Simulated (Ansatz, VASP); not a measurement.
One calculation of ScSiS3, two programs

```
CELL_PARAMETERS angstrom
3.69122 0.00000 0.00000
0.00000 3.69122 0.00000
0.00000 0.00000 7.63680
ATOMIC_POSITIONS crystal
Sc 0.50000 0.50000 0.50000
Si 0.00000 0.00000 0.50000
S 0.00000 0.00000 0.00000
S 0.50000 0.50000 0.82096
S 0.50000 0.50000 0.17904
```

Alike in both runs: functional PBE; k mesh 10 × 10 × 6; occupations gaussian, width 0.1 eV; no spin polarisation.

Ansatz relaxed the structure, and its values are those at the end. VASP's run is a single point on that final structure, the one shown.

|  | VASP | Ansatz |
| --- | --- | --- |
| version | VASP 6.6.1 | Ansatz 0.2.0 |
| potentials or method | VASP PAW PBE potentials, release 64 (Sc_sv, Si, S), cutoff 520 eV | scalar-relativistic, plane waves, PAW |
| valence electrons in the cell | 33 | 33 |

Ansatz gave:

```
gap on the k mesh at the Fermi level (eV) : none
pressure (GPa)                            : 0.0
rms of the force components (eV/Å)        : 0.000
```

Question: Which values does VASP return?

Answer: gap on the k mesh at the Fermi level (eV): none; pressure (GPa): 0.0; rms of the force components (eV/Å): 0.007.

A gap of «none» marks a metal or a gap that the smearing closes.
